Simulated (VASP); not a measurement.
# H (Fm-3m) in VASP: further runs, part 2 of 2

VASP 6.6.1. Earlier steps stand in the parts before.

## Step 3: Single point, PBEsol

This run uses another cell than the first one, of 2.92 Å³/atom.

Input file INCAR:

```
SYSTEM = H
PREC     = Accurate       ! precision mode
ENCUT    = 520            ! plane-wave cutoff, eV
EDIFF    = 1E-6           ! SCF threshold, eV
ISMEAR   = 0              ! smearing method
SIGMA    = 0.1            ! smearing width, eV
LREAL    = .FALSE.        ! projectors in reciprocal space
LASPH    = .TRUE.         ! aspherical terms in the spheres
NELM     = 100            ! most SCF steps
ALGO     = Normal         ! electronic algorithm
ISIF     = 2              ! what is computed and relaxed
LWAVE    = .FALSE.        ! write WAVECAR
LCHARG   = .TRUE.         ! write CHGCAR
GGA      = PS             ! functional
LELF     = .TRUE.         ! ELF
LVHAR    = .TRUE.       
NBANDS   = 6              ! bands
```

Input file KPOINTS:

```
Automatic mesh
0
G
  42 42 42
  0 0 0
```

Input file POSCAR:

```
H
1.0
    0.0000000000      1.1340555146      1.1340555146
    1.1340555146      0.0000000000      1.1340555146
    1.1340555146      1.1340555146      0.0000000000
H
1
Direct
    0.0000000000      0.0000000000      0.0000000000
```

Potentials or basis: VASP PAW PBE potentials, release 64 (H).

Run with:

```
$ cat potpaw_PBE.64/H/POTCAR > POTCAR
$ mpirun -np 1 vasp_std > vasp.out
```

OUTCAR:

```text
SYSTEM = H
   PREC = Accurate
   ENCUT = 520
   EDIFF = 1E-6
   ISMEAR = 0
   LREAL = .FALSE.
   LASPH = .TRUE.
   NELM = 100
   ISIF = 2
   GGA = PS

 ion  position               nearest neighbor table
   1  0.000  0.000  0.000-

  LATTYP: Found a face centered cubic cell.
 ALAT       =     2.2681110292

  Lattice vectors:

 A1 = (   0.0000000000,   1.1340555146,   1.1340555146)
 A2 = (   1.1340555146,   0.0000000000,   1.1340555146)
 A3 = (   1.1340555146,   1.1340555146,   0.0000000000)

Analysis of symmetry for initial positions (statically):
=====================================================================
 Subroutine PRICEL returns:
 Original cell was already a primitive cell.

 Routine SETGRP: Setting up the symmetry group for a
 face centered cubic supercell.

 Subroutine GETGRP returns: Found 48 space group operations
 (whereof 48 operations were pure point group operations)
 out of a pool of 48 trial point group operations.

The static configuration has the point symmetry O_h .

Analysis of symmetry for dynamics (positions and initial velocities):
=====================================================================
 Subroutine PRICEL returns:
 Original cell was already a primitive cell.

 Routine SETGRP: Setting up the symmetry group for a
 face centered cubic supercell.

 Subroutine GETGRP returns: Found 48 space group operations
 (whereof 48 operations were pure point group operations)
 out of a pool of 48 trial point group operations.

The dynamic configuration has the point symmetry O_h .

 Subroutine INISYM returns: Found 48 space group operations
 (whereof 48 operations are pure point group operations),
 and found     1 'primitive' translations

----------------------------------------------------------------------------------------

                                     Primitive cell

  volume of cell :       2.9170

  direct lattice vectors                    reciprocal lattice vectors
     0.000000000  1.134055515  1.134055515    -0.440895524  0.440895524  0.440895524
     1.134055515  0.000000000  1.134055515     0.440895524 -0.440895524  0.440895524
     1.134055515  1.134055515  0.000000000     0.440895524  0.440895524 -0.440895524

  length of vectors
     1.603796689  1.603796689  1.603796689     0.763653448  0.763653448  0.763653448

  position of ions in fractional coordinates (direct lattice)
     0.000000000  0.000000000  0.000000000

  ion indices of the primitive-cell ions
   primitive index   ion index
                 1           1

----------------------------------------------------------------------------------------

 KPOINTS: Automatic mesh

Automatic generation of k-mesh.
 Grid dimensions read from file:
 generate k-points for:   42   42   42

 Generating k-lattice:

  Cartesian coordinates                     Fractional coordinates (reciprocal lattice)
    -0.010497512  0.010497512  0.010497512     0.023809524  0.000000000  0.000000000
     0.010497512 -0.010497512  0.010497512     0.000000000  0.023809524  0.000000000
     0.010497512  0.010497512 -0.010497512     0.000000000  0.000000000  0.023809524

  Length of vectors
     0.018182225  0.018182225  0.018182225

  Shift w.r.t. Gamma in fractional coordinates (k-lattice)
     0.000000000  0.000000000  0.000000000

 Subroutine IBZKPT returns following result:
 ===========================================

 Found   1903 irreducible k-points:

 Following reciprocal coordinates:
            Coordinates               Weight
  0.000000  0.000000  0.000000      1.000000
  0.023810  0.000000  0.000000      8.000000
  0.047619  0.000000  0.000000      8.000000
  0.071429  0.000000  0.000000      8.000000
  0.095238  0.000000  0.000000      8.000000
  0.119048  0.000000  0.000000      8.000000
[... 16 lines left out ...]
  0.023810  0.023810  0.000000      6.000000
  0.047619  0.023810  0.000000     24.000000
 [... further k-points ...]
   k-points           NKPTS =   1903   k-points in BZ     NKDIM =   1903   number of bands    NBANDS=      6
   number of dos      NEDOS =    301   number of ions     NIONS =      1
   total plane-waves  NPLWV =   1728
   dimension x,y,z NGX =    12 NGY =   12 NGZ =   12
   dimension x,y,z NGXF=    24 NGYF=   24 NGZF=   24
   ions per type =               1
   NGX,Y,Z   is equivalent  to a cutoff of  12.44, 12.44, 12.44 a.u.
   NGXF,Y,Z  is equivalent  to a cutoff of  24.88, 24.88, 24.88 a.u.
 SYSTEM =  H
   PREC   = accura    normal or accurate (medium, high low for compatibility)
   ISTART =      0    job   : 0-new  1-cont  2-samecut
   ICHARG =      2    charge: 1-file 2-atom 10-const
   ISPIN  =      1    spin polarized calculation?
   LNONCOLLINEAR =      F non collinear calculations
   LSORBIT =      F    spin-orbit coupling
   LASPH  =      T    aspherical Exc in radial PAW
   ENCUT  =  520.0 eV  38.22 Ry    6.18 a.u.   2.98  2.98  2.98*2*pi/ulx,y,z
   NELM   =    100;   NELMIN=  2; NELMDL= -5     # of ELM steps
   EDIFF  = 0.1E-05   stopping-criterion for ELM
   LREAL  =      F    real-space projection
   EDIFFG = 0.1E-04   stopping-criterion for IOM
   NSW    =      0    number of steps for IOM
   IBRION =     -1    ionic relax: 0-MD 1-quasi-New 2-CG
   NFREE  =      0    steps in history (QN), initial steepest desc. (CG)
   ISIF   =      2    stress and relaxation
   ISYM   =      2    0-nonsym 1-usesym 2-fastsym
   POTIM  = 0.5000    time-step for ionic-motion
   TEBEG  =    0.0;   TEEND  =   0.0 temperature during run
   PSTRESS=    0.0 pullay stress
   NELECT =       1.0000    total number of electrons
   NUPDOWN=      -1.0000    fix difference up-down
   EMIN   =  10.00;   EMAX   =-10.00  energy-range for DOS
   EFERMI =   0.00;   METHOD = LEGACY
   ISMEAR =     0;   SIGMA  =   0.10  broadening in eV -4-tet -1-fermi 0-gaus
   EFERMI_NEDOS =   21; number of points for ismear=-14 and -15
   IALGO  =     38    algorithm
   IMIX   =      4    mixing-type and parameters
     AMIX     =   0.40;   BMIX     =  1.00
     AMIX_MAG =   1.60;   BMIX_MAG =  1.00
  volume/ion in A,a.u.               =       2.92        19.68
  Fermi-wavevector in a.u.,A,eV,Ry     =   1.145769  2.165190 17.861556  1.312787
  Thomas-Fermi vector in A             =   2.282456
   LORBIT       =      0    0 simple, 1 ext, 2 COOP (PROOUT), +10 PAW based schemes
   GGA     = PS    functional components
   LHFCALC =     F    Hartree Fock is set to
   AEXX    =    0.0000 exact exchange contribution
   IVDW    =     0    specifies the selected vdW correction
   LEPSILON=     F    determine dielectric tensor
   LRPA    =     F    only Hartree local field effects (RPA)
 non-spin polarized calculation
 Gauss-broadening in eV      SIGMA  =   0.10
  energy-cutoff  :      520.00
  volume of cell :        2.92
 maximum number of plane-waves:        86
   NGX =  5   NGY =  5   NGZ =  5

 number of electron       1.0000000 magnetization

 Free energy of the ion-electron system (eV)
  ---------------------------------------------------
  ext. energy  EPLUGINS =         0.00000000
  ---------------------------------------------------
  free energy    TOTEN  =        -2.22346930 eV

  energy without entropy =       -2.22289893  energy(sigma->0) =       -2.22318411

 E-fermi :   3.1239     XC(G=0): -11.2563

 val. band max:        3.1230392436   @ k =  -0.4762   0.3333   0.1667
 cond. band min:       3.1534926748   @ k =  -0.3095   0.2381   0.0238
 fundamental gap:      0.0304534312
 Fermi energy:         3.1239327935

 k-point     1 :       0.0000    0.0000    0.0000
  band No.  band energies     occupation
      1     -13.5984      2.00000
      2      59.5331      0.00000
      3      74.7594      0.00000
      4      74.7594      0.00000
      5      74.7594      0.00000
      6      78.0239      0.00000

 k-point     2 :       0.0238    0.0000    0.0000
  band No.  band energies     occupation
      1     -13.5500      2.00000
      2      59.2039      0.00000
      3      73.2383      0.00000
      4      74.2967      0.00000
      5      74.2967      0.00000
      6      77.6905      0.00000
[... 181 lines left out ...]
 k-point    23 :       0.0238    0.0238    0.0000
  band No.  band energies     occupation
      1     -13.5339      2.00000
      2      59.1097      0.00000
      3      73.2402      0.00000
      4      73.2402      0.00000
      5      75.2860      0.00000
      6      75.8981      0.00000

 k-point    24 :       0.0476    0.0238    0.0000
  band No.  band energies     occupation
      1     -13.4210      2.00000
      2      58.3816      0.00000
      3      71.1476      0.00000
      4      72.1027      0.00000
      5      75.2510      0.00000
      6      75.8662      0.00000

 [... further k-points ...]

------------------------ aborting loop because EDIFF is reached ----------------------------------------

  FORCE on cell =-STRESS in cart. coord.  units (eV):
  Direction    XX          YY          ZZ          XY          YZ          ZX
  --------------------------------------------------------------------------------------
  -------------------------------------------------------------------------------------
  Total       -0.0125389     -0.0125389     -0.0125389      0.0000000      0.0000000      0.0000000
  in kB       -6.8871215     -6.8871215     -6.8871215      0.0000000      0.0000000      0.0000000
  external PRESSURE =      -6.8871215 kB  Pullay stress =       0.0000000 kB

 VOLUME and BASIS-vectors are now :
 -----------------------------------------------------------------------------
  energy-cutoff  :      520.00
  volume of cell :        2.92
      direct lattice vectors                 reciprocal lattice vectors
     0.000000000  1.134055515  1.134055515    -0.440895524  0.440895524  0.440895524
     1.134055515  0.000000000  1.134055515     0.440895524 -0.440895524  0.440895524
     1.134055515  1.134055515  0.000000000     0.440895524  0.440895524 -0.440895524

 POSITION                                       TOTAL-FORCE (eV/Angst)
 -----------------------------------------------------------------------------------
      0.00000      0.00000      0.00000        -0.000000     -0.000000     -0.000000
 -----------------------------------------------------------------------------------
    total drift:                                0.000000     -0.000000      0.000000

  FREE ENERGIE OF THE ION-ELECTRON SYSTEM (eV)
  ---------------------------------------------------
  free  energy   TOTEN  =        -2.2234692965 eV

  energy  without entropy=       -2.2228989292  energy(sigma->0) =       -2.22318411
```

Run time: 24 s. Hardware: 1 thread of Intel Xeon 8259CL, shared host; peak memory 0.12 GiB.

What came out:

| Quantity | Value |
| --- | --- |
| Free energy | -2.2235 eV |
| Pressure | -0.7 GPa |
| Band gap on the k mesh | zero (an odd number of electrons rules out a gap without spin polarisation) |

Caveat: the atoms stand far beyond bonding distance, and open shells without spin polarisation read as a metal; the PAW data sets were made with another functional, which shifts forces and pressure a little.

## Step 4: Relaxation of cell and atoms, PBEsol

This run uses another cell than the first one, of 2.90 Å³/atom.

Input file INCAR:

```
PREC     = Accurate       # precision mode
ENCUT    = 600            # plane-wave cutoff, eV
EDIFF    = 1E-6           # SCF threshold, eV
ISMEAR   = 0              # smearing method
SIGMA    = 0.1            # smearing width, eV
LREAL    = False          # projectors in reciprocal space
LASPH    = True           # aspherical terms in the spheres
NELM     = 80             # most SCF steps
ALGO     = Normal         # electronic algorithm
ISIF     = 3              # what is computed and relaxed
LWAVE    = False          # write WAVECAR
LCHARG   = False          # write CHGCAR
GGA      = PS             # functional
IBRION   = 2              # ionic algorithm
NSW      = 100            # ionic steps
EDIFFG   = -0.01          # ionic threshold
```

Input file KPOINTS:

```
regular mesh
0
Gamma
  42 42 42
```

Input file POSCAR:

```
H
1.0
    0.0000000000      1.1324620204      1.1324620204
    1.1324620204      0.0000000000      1.1324620204
    1.1324620204      1.1324620204      0.0000000000
H
1
Direct
    0.0000000000      0.0000000000      0.0000000000
```

Run with:

```
$ cat potpaw_PBE.64/H/POTCAR > POTCAR
$ mpirun -np 1 vasp_std > vasp.out
```

Run time: 20 s. Hardware: 1 thread of Intel Xeon 8259CL, shared host; peak memory 0.13 GiB.

Results (log left out):

| Property | Result |
| --- | --- |
| Free energy | -2.2233 eV |
| Pressure after relaxing | 0.1 GPa |
| Band gap on the k mesh | zero (an odd number of electrons rules out a gap without spin polarisation) |

Final structure:
```
CELL_PARAMETERS angstrom
0.00000 1.13246 1.13246
1.13246 0.00000 1.13246
1.13246 1.13246 0.00000
ATOMIC_POSITIONS crystal
H 0.00000 0.00000 0.00000
```

Levels at points of the mesh, in eV from the Fermi level:
```tsv
k point	band 1	band 2
(0.00, 0.00, 0.00)	-16.77	56.58
(0.50, 0.00, 0.00)	1.15	9.28
(0.50, 0.50, 0.00)	7.71	15.96
```

Caveat: the atoms stand far beyond bonding distance, and open shells without spin polarisation read as a metal; the PAW data sets were made with another functional, which shifts forces and pressure a little.

## Step 5: The runs side by side

| task | cell | k mesh | cutoff (eV) | gap on the mesh (eV) | pressure (GPa) | relaxed volume (Å³/atom) |
| --- | --- | --- | --- | --- | --- | --- |
| relaxation of cell and atoms | relaxed from a = 2.433 Å, angles 60.0°, 1 atom | 8 × 8 × 8 | 600 | none | -0.5 | 2.93 |
| single point | a = 1.604 Å, angles 60.0°, 1 atom | 42 × 42 × 42 | 520 | none | -0.7 | - |
| relaxation of cell and atoms | relaxed from a = 1.602 Å, angles 60.0°, 1 atom | 42 × 42 × 42 | 600 | none | 0.1 | 2.90 |

Alike in all rows: level PBEsol; potentials or basis VASP PAW PBE potentials, release 64 (H); no spin polarisation; smearing gaussian 0.1 eV.

Caveats: some runs use coarse meshes; the atoms stand far beyond bonding distance, and open shells without spin polarisation read as a metal; the PAW data sets were made with another functional, which shifts forces and pressure a little; the volume moved by over 15 % at a fixed basis, so the end points are rough (at least some runs).

Total energies depend on the potentials used, so only differences within one code and one set of settings carry meaning.

The gap in the log of VASP goes by the Fermi energy; the results here count the filled bands.